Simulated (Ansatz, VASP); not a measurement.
**W: VASP beside Ansatz**

INCAR

```
SYSTEM = W
PREC     = Accurate       ! precision mode
ENCUT    = 520            ! plane-wave cutoff, eV
EDIFF    = 1E-6           ! SCF threshold, eV
ISMEAR   = -1             ! smearing method
SIGMA    = 0.1            ! smearing width, eV
LREAL    = .False.        ! projectors in reciprocal space
LASPH    = .True.         ! aspherical terms in the spheres
NELM     = 60             ! most SCF steps
ALGO     = Normal         ! electronic algorithm
ISIF     = 2              ! what is computed and relaxed
LWAVE    = .False.        ! write WAVECAR
LCHARG   = .False.        ! write CHGCAR
GGA      = PE             ! functional
NBANDS   = 13             ! bands
```

KPOINTS

```
regular mesh
0
Gamma
  23 23 23
  0 0 0
```

File POSCAR:

```
W
1.0
   -1.6131243758      1.6131243758      1.6131243758
    1.6131243758     -1.6131243758      1.6131243758
    1.6131243758      1.6131243758     -1.6131243758
W
1
Direct
    0.0000000000      0.0000000000      0.0000000000
```

Input for Ansatz:

```yaml
crystal:
  lattice:
    - [-1.6131243758, 1.6131243758, 1.6131243758]
    - [1.6131243758, -1.6131243758, 1.6131243758]
    - [1.6131243758, 1.6131243758, -1.6131243758]
  atoms:
    - { symbol: W, position: [0.0, 0.0, 0.0] }
hamiltonian:
  xc: pbe
  pseudopotentials:
    kind: paw
    azcp:
      W: "pseudopotentials/W.paw.azcp"
basis:
  ecutwfc: 420
  fft_grid_basis: typed
kpoints:
  mp_grid: { grid: [23, 23, 23], shift: [0, 0, 0] }
magnetization:
  spin_polarized: false
scf:
  occupations: { method: fermi_dirac, width: 0.1 }
output:
  stress: true
```

Alike in both runs: task single point; functional PBE; k mesh 23 × 23 × 23; occupations fermi-dirac, width 0.1 eV; no spin polarisation.

|  | VASP | Ansatz |
| --- | --- | --- |
| version | VASP 6.6.1 | Ansatz 0.2.0 |
| potentials or method | VASP PAW PBE potentials, release 64 (W_sv), cutoff 520 eV | plane waves (420 eV) with PAW, scalar-relativistic |
| valence electrons in the cell | 14 | 14 |

|  | VASP | Ansatz | Ansatz less VASP |
| --- | --- | --- | --- |
| pressure (GPa) | -10.8 | -11.1 | -0.36 |

With one functional, cell and mesh, what is left measures potentials, basis and numerics.

Neither program's run includes spin-orbit coupling.
